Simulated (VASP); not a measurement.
# Sb (P2_1/m) in VASP: a series of runs, part 2 of 3

VASP 6.6.1.

## (3) Single point, PBEsol

This run uses another cell than the first one, of 31.85 Å³/atom, 0.962 times its volume.

INCAR reads:

```
SYSTEM = Sb
ALGO = Normal
EDIFF = 1E-6
ENCUT = 520
GGA = PS
ISIF = 2
ISMEAR = -1
LASPH = .True.
LCHARG = .False.
LREAL = .False.
LWAVE = .False.
NBANDS = 18
NELM = 80
PREC = Accurate
SIGMA = 0.05
```

KPOINTS reads:

```
k-points
0
Gamma
  6 6 4
  0 0 0
```

POSCAR reads:

```
Sb
1.0
    4.5277000000      0.0000000000      0.0000000000
    0.0000000000      4.4211000000      0.0000000000
   -1.3205190000      0.0000000000      6.3643480000
Sb
4
Direct
    0.3399300000      0.2500000000      0.6836700000
    0.9366380000      0.7500000000      0.7627580000
    0.0633620000      0.2500000000      0.2372420000
    0.6600700000      0.7500000000      0.3163300000
```

Potentials or basis: VASP PAW PBE potentials, release 64 (Sb).

On the command line:

```
$ cat potpaw_PBE.64/Sb/POTCAR > POTCAR
$ mpirun -np 1 vasp_std > vasp.out
```

OUTCAR:

```text
SYSTEM = Sb
   EDIFF = 1E-6
   ENCUT = 520
   GGA = PS
   ISIF = 2
   ISMEAR = -1
   LASPH = .True.
   LREAL = .False.
   NELM = 80
   PREC = Accurate

 ion  position               nearest neighbor table
   1  0.340  0.250  0.684-   3 2.92   2 2.98   2 2.98   2 3.45   2 3.45   4 3.75   4 3.75
   2  0.937  0.750  0.763-   4 2.92   1 2.98   1 2.98   1 3.45   1 3.45   3 3.74   3 3.74
   3  0.063  0.250  0.237-   1 2.92   4 2.98   4 2.98   4 3.45   4 3.45   2 3.74   2 3.74
   4  0.660  0.750  0.316-   2 2.92   3 2.98   3 2.98   3 3.45   3 3.45   1 3.75   1 3.75

  LATTYP: Found a simple monoclinic cell.
 ALAT       =     4.5277000000
 B/A-ratio  =     0.9764560373
 C/A-ratio  =     1.4355853266
 COS(beta)  =    -0.2031599047

  Lattice vectors:

 A1 = (   4.5277000000,   0.0000000000,   0.0000000000)
 A2 = (   0.0000000000,   4.4211000000,   0.0000000000)
 A3 = (  -1.3205190000,   0.0000000000,   6.3643480000)

Analysis of symmetry for initial positions (statically):
=====================================================================
 Subroutine PRICEL returns:
 Original cell was already a primitive cell.

 Routine SETGRP: Setting up the symmetry group for a
 simple monoclinic supercell.

 Subroutine GETGRP returns: Found  4 space group operations
 (whereof  2 operations were pure point group operations)
 out of a pool of  4 trial point group operations.

The static configuration has the point symmetry S_2 .
 The point group associated with its full space group is C_2h.

Analysis of symmetry for dynamics (positions and initial velocities):
=====================================================================
 Subroutine PRICEL returns:
 Original cell was already a primitive cell.

 Routine SETGRP: Setting up the symmetry group for a
 simple monoclinic supercell.

 Subroutine GETGRP returns: Found  4 space group operations
[... 119 lines left out ...]
   NELECT =      20.0000    total number of electrons
   NUPDOWN=      -1.0000    fix difference up-down
   EMIN   =  10.00;   EMAX   =-10.00  energy-range for DOS
   EFERMI =   0.00;   METHOD = LEGACY
   ISMEAR =    -1;   SIGMA  =   0.05  broadening in eV -4-tet -1-fermi 0-gaus
   EFERMI_NEDOS =   21; number of points for ismear=-14 and -15
   IALGO  =     38    algorithm
   IMIX   =      4    mixing-type and parameters
     AMIX     =   0.40;   BMIX     =  1.00
     AMIX_MAG =   1.60;   BMIX_MAG =  1.00
  volume/ion in A,a.u.               =      31.85       214.93
  Fermi-wavevector in a.u.,A,eV,Ry     =   0.883143  1.668898 10.611741  0.779941
  Thomas-Fermi vector in A             =   2.003869
   LORBIT       =      0    0 simple, 1 ext, 2 COOP (PROOUT), +10 PAW based schemes
   GGA     = PS    functional components
   LHFCALC =     F    Hartree Fock is set to
   AEXX    =    0.0000 exact exchange contribution
   IVDW    =     0    specifies the selected vdW correction
   LEPSILON=     F    determine dielectric tensor
   LRPA    =     F    only Hartree local field effects (RPA)
 non-spin polarized calculation
  energy-cutoff  :      520.00
  volume of cell :      127.40
 maximum number of plane-waves:      3454
 NGX is ok and might be reduce to    36
   NGX = 17   NGY = 17   NGZ = 25

 number of electron      19.9999999 magnetization

 Free energy of the ion-electron system (eV)
  ---------------------------------------------------
  ext. energy  EPLUGINS =         0.00000000
  ---------------------------------------------------
  free energy    TOTEN  =       -17.72260332 eV

  energy without entropy =      -17.71317315  energy(sigma->0) =      -17.71788824

 E-fermi :   6.2929     XC(G=0):  -9.4451

 val. band max:        6.2924861335   @ k =   0.3333   0.0000  -0.0000
 cond. band min:       6.3082647374   @ k =  -0.1667   0.0000   0.2500
 fundamental gap:      0.0157786039
 Fermi energy:         6.2929136160

 k-point     1 :       0.0000    0.0000    0.0000
  band No.  band energies     occupation
      1      -5.9457      2.00000
      2      -3.5180      2.00000
      3      -1.0366      2.00000
      4      -0.0935      2.00000
      5       2.0613      2.00000
      6       2.8602      2.00000
[... 481 lines left out ...]
      5       2.4912      2.00000
      6       2.8862      2.00000
[... 10 lines left out ...]
     17      10.9074      0.00000
     18      11.7208      0.00000

 [... further k-points ...]
[... 5 lines left out ...]
  --------------------------------------------------------------------------------------
  -------------------------------------------------------------------------------------
  Total       -1.8011042     -2.1588220     -1.3618264      0.0000000      0.0000000      0.3288814
  in kB      -22.6510067    -27.1497303    -17.1265711      0.0000000      0.0000000      4.1360709
  external PRESSURE =     -22.3091027 kB  Pullay stress =       0.0000000 kB

 VOLUME and BASIS-vectors are now :
 -----------------------------------------------------------------------------
  energy-cutoff  :      520.00
  volume of cell :      127.40
      direct lattice vectors                 reciprocal lattice vectors
     4.527700000  0.000000000  0.000000000     0.220862690  0.000000000  0.045826120
     0.000000000  4.421100000  0.000000000     0.000000000  0.226188053  0.000000000
    -1.320519000  0.000000000  6.364348000     0.000000000  0.000000000  0.157125286

 POSITION                                       TOTAL-FORCE (eV/Angst)
 -----------------------------------------------------------------------------------
      0.63630      1.10528      4.35111        -0.046753     -0.000000      0.084801
      3.23358      3.31583      4.85446         0.103265     -0.000000     -0.028955
     -0.02640      1.10528      1.50989        -0.103265      0.000000      0.028955
      2.57088      3.31583      2.01323         0.046753      0.000000     -0.084801
 -----------------------------------------------------------------------------------
    total drift:                                0.000000      0.000000     -0.000000

  FREE ENERGIE OF THE ION-ELECTRON SYSTEM (eV)
  ---------------------------------------------------
  free  energy   TOTEN  =       -17.7226033238 eV

  energy  without entropy=      -17.7131731524  energy(sigma->0) =      -17.71788824
```

Wall time 53 s (1 thread of Intel Xeon Platinum 8375C at 2.90GHz (Ice Lake), shared host); peak memory 0.28 GiB.

What came out:

```yaml
Free_energy: -17.7226 eV
Pressure: -2.2 GPa
Largest_force: 0.107 eV/Å
Band_gap_on_the_k_mesh: zero (band 10 reaches 6.49 eV, above the bottom of band 11 at 5.96 eV)
```

Forces on the atoms (eV/Å):
```
Sb  -0.047  0.000  0.085
Sb   0.103  0.000 -0.029
Sb  -0.103  0.000  0.029
Sb   0.047  0.000 -0.085
```

Stress tensor (GPa, compression positive):
```
-2.27  0.00  0.41
 0.00 -2.71  0.00
 0.41  0.00 -1.71
```

Levels at points of the mesh, in eV from the Fermi level:
```
           k point  band 8  band 9  band 10  band 11  band 12  band 13
(0.00, 0.00, 0.00)   -2.13   -1.37    -0.12     2.00     2.68     2.94
(0.50, 0.00, 0.00)   -1.11   -0.89    -0.69     0.28     1.09     1.29
(0.00, 0.50, 0.00)   -1.40   -1.10    -1.10     0.41     0.41     1.31
(0.50, 0.50, 0.00)   -3.50   -2.28    -2.28     0.82     0.82     4.99
(0.00, 0.00, 0.50)   -2.11   -1.72    -1.58     0.65     1.85     2.16
(0.50, 0.00, 0.50)   -1.02   -0.89    -0.70    -0.34     0.77     1.06
(0.00, 0.50, 0.50)   -1.61   -0.85    -0.85     0.12     0.12     0.94
(0.50, 0.50, 0.50)   -3.83   -1.26    -1.26     1.93     1.93     3.56
```

Caveat: the PAW data sets were made with another functional, which shifts forces and pressure a little; spin-orbit coupling is left out, which moves the levels of the heavy elements.

## (4) Single point, LDA

This run uses another cell than the first one, of 33.76 Å³/atom, 1.019 times its volume.

INCAR reads:

```
PREC = Accurate
ENCUT = 520
EDIFF = 1E-6
ISMEAR = -1
SIGMA = 0.05
LREAL = F
LASPH = T
NELM = 80
ALGO = Normal
ISIF = 2
LWAVE = F
LCHARG = F
GGA = CA
NBANDS = 18
```

KPOINTS reads:

```
regular mesh
0
Gamma
  6 6 4
```

POSCAR reads:

```
Sb
1.0
    4.6165009761      0.0000000000      0.0000000000
    0.0000000000      4.5078102492      0.0000000000
   -1.3464181047      0.0000000000      6.4891708272
Sb
4
Direct
    0.3399300000      0.2500000000      0.6836700000
    0.9366380000      0.7500000000      0.7627580000
    0.0633620000      0.2500000000      0.2372420000
    0.6600700000      0.7500000000      0.3163300000
```

Potentials or basis: VASP PAW LDA potentials, release 64 (Sb).

On the command line:

```
$ cat potpaw_LDA.64/Sb/POTCAR > POTCAR
$ mpirun -np 1 vasp_std > vasp.out
```

It took 31 s on 1 thread of Intel Xeon 6975P-C (Granite Rapids), shared host; peak memory 0.24 GiB.

Results (log left out):

- Free energy: -18.4583 eV
- Pressure: -5.4 GPa
- Largest force: 0.494 eV/Å
- Band gap on the k mesh: zero (band 10 reaches 5.72 eV, above the bottom of band 11 at 5.38 eV)

Forces in eV/Å, atoms in the order of the input:
```
Sb  -0.384  0.000 -0.134
Sb   0.293  0.000 -0.397
Sb  -0.293  0.000  0.397
Sb   0.384  0.000  0.134
```

Stress tensor (GPa, compression positive):
```
-5.29  0.00  0.30
 0.00 -6.22  0.00
 0.30  0.00 -4.75
```

Levels at points of the mesh, in eV from the Fermi level:
| k point | band 6 | band 7 | band 8 | band 9 | band 10 | band 11 | band 12 | band 13 | band 14 | band 15 |
| --- | --- | --- | --- | --- | --- | --- | --- | --- | --- | --- |
| (0.00, 0.00, 0.00) | -3.15 | -2.54 | -1.95 | -1.25 | -0.12 | 2.12 | 2.64 | 2.78 | 2.89 | 2.98 |
| (0.50, 0.00, 0.00) | -2.12 | -1.90 | -1.02 | -0.78 | -0.64 | 0.33 | 0.98 | 1.12 | 1.43 | 1.85 |
| (0.00, 0.50, 0.00) | -3.30 | -1.29 | -1.29 | -0.97 | -0.97 | 0.39 | 0.39 | 1.31 | 1.31 | 3.47 |
| (0.50, 0.50, 0.00) | -4.50 | -3.21 | -3.21 | -2.09 | -2.09 | 0.93 | 0.93 | 4.63 | 4.63 | 4.96 |
| (0.00, 0.00, 0.50) | -2.78 | -2.25 | -1.93 | -1.58 | -1.40 | 0.64 | 1.91 | 2.19 | 2.84 | 3.85 |
| (0.50, 0.00, 0.50) | -1.95 | -1.60 | -0.92 | -0.83 | -0.69 | -0.22 | 0.73 | 1.00 | 1.18 | 1.64 |
| (0.00, 0.50, 0.50) | -1.83 | -1.53 | -1.53 | -0.74 | -0.74 | 0.11 | 0.11 | 0.96 | 0.96 | 2.12 |
| (0.50, 0.50, 0.50) | -4.71 | -3.52 | -3.52 | -1.16 | -1.16 | 1.90 | 1.90 | 3.50 | 3.50 | 4.35 |

Caveat: spin-orbit coupling is left out, which moves the levels of the heavy elements.

## (5) Single point, LDA

This run uses another cell than the first one, of 29.94 Å³/atom, 0.904 times its volume.

INCAR reads:

```
ALGO = Normal
EDIFF = 1E-6
ENCUT = 520
ISIF = 2
ISMEAR = -1
LASPH = True
LCHARG = False
LREAL = False
LWAVE = False
NBANDS = 18
NELM = 60
PREC = Accurate
SIGMA = 0.05
```

KPOINTS reads:

```
k-points
0
Gamma
  6 6 4
```

POSCAR reads:

```
Sb
1.0
    4.4352720244      0.0000000000      0.0000000000
    0.0000000000      4.3308481452      0.0000000000
   -1.2935620687      0.0000000000      6.2344268918
Sb
4
Direct
    0.3399300000      0.2500000000      0.6836700000
    0.9366380000      0.7500000000      0.7627580000
    0.0633620000      0.2500000000      0.2372420000
    0.6600700000      0.7500000000      0.3163300000
```

On the command line:

```
$ cat potpaw_LDA.64/Sb/POTCAR > POTCAR
$ mpirun -np 1 vasp_std > vasp.out
```

It took 25 s on 1 thread of Intel Xeon 6975P-C (Granite Rapids), shared host; peak memory 0.23 GiB.

Results (log left out):

- Free energy: -18.7515 eV
- Pressure: -0.1 GPa
- Largest force: 0.327 eV/Å
- Band gap on the k mesh: zero (band 10 reaches 7.32 eV, above the bottom of band 11 at 6.61 eV)

Forces in eV/Å, atoms in the order of the input:
```
Sb   0.187  0.000  0.268
Sb  -0.035  0.000  0.251
Sb   0.035  0.000 -0.251
Sb  -0.187  0.000 -0.268
```

Stress tensor (GPa, compression positive):
```
-0.28  0.00  0.49
 0.00 -0.36  0.00
 0.49  0.00  0.33
```

Levels at points of the mesh, in eV from the Fermi level:
```csv
k point,band 8,band 9,band 10,band 11,band 12,band 13
"(0.00, 0.00, 0.00)",-2.30,-1.49,-0.12,1.93,2.72,3.04
"(0.50, 0.00, 0.00)",-1.18,-1.01,-0.72,0.23,1.18,1.45
"(0.00, 0.50, 0.00)",-1.50,-1.22,-1.22,0.43,0.43,1.30
"(0.50, 0.50, 0.00)",-3.77,-2.45,-2.45,0.71,0.71,5.28
"(0.00, 0.00, 0.50)",-2.30,-1.86,-1.74,0.62,1.80,2.14
"(0.50, 0.00, 0.50)",-1.12,-0.94,-0.69,-0.45,0.78,1.11
"(0.00, 0.50, 0.50)",-1.68,-0.95,-0.95,0.13,0.13,0.91
"(0.50, 0.50, 0.50)",-4.12,-1.35,-1.35,1.95,1.95,3.61
```

Caveat: spin-orbit coupling is left out, which moves the levels of the heavy elements.

[end of part 2 of 3]
